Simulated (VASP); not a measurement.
A run of VASP 6.6.1 is set up as follows.

File INCAR:

```
SYSTEM = Ru
ALGO = Normal
EDIFF = 1E-6
ENCUT = 520
GGA = PE
ISIF = 2
ISMEAR = -1
LASPH = .True.
LCHARG = .False.
LREAL = .False.
LWAVE = .False.
NBANDS = 21
NELM = 80
PREC = Accurate
SIGMA = 0.05
```

The input KPOINTS:

```
k-points
0
Gamma
  14 14 14
  0 0 0
```

POSCAR

```
Ru
1.0
    0.0000000000      2.1646015794      2.1646015794
    2.1646015794      0.0000000000      2.1646015794
    2.1646015794      2.1646015794      0.0000000000
Ru
2
Direct
   -0.1250000000     -0.1250000000     -0.1250000000
    0.1250000000      0.1250000000      0.1250000000
```

Potentials or basis: VASP PAW PBE potentials, release 64 (Ru_pv).

Launch:

```console
$ cat potpaw_PBE.64/Ru_pv/POTCAR > POTCAR
$ mpirun -np 1 vasp_std > vasp.out
```

Q: What does it give for the pressure?

A: 532.7 GPa.

Q: Predict the band gap on the k mesh.

A: Zero (band 14 reaches 20.71 eV, above the bottom of band 15 at 18.64 eV).
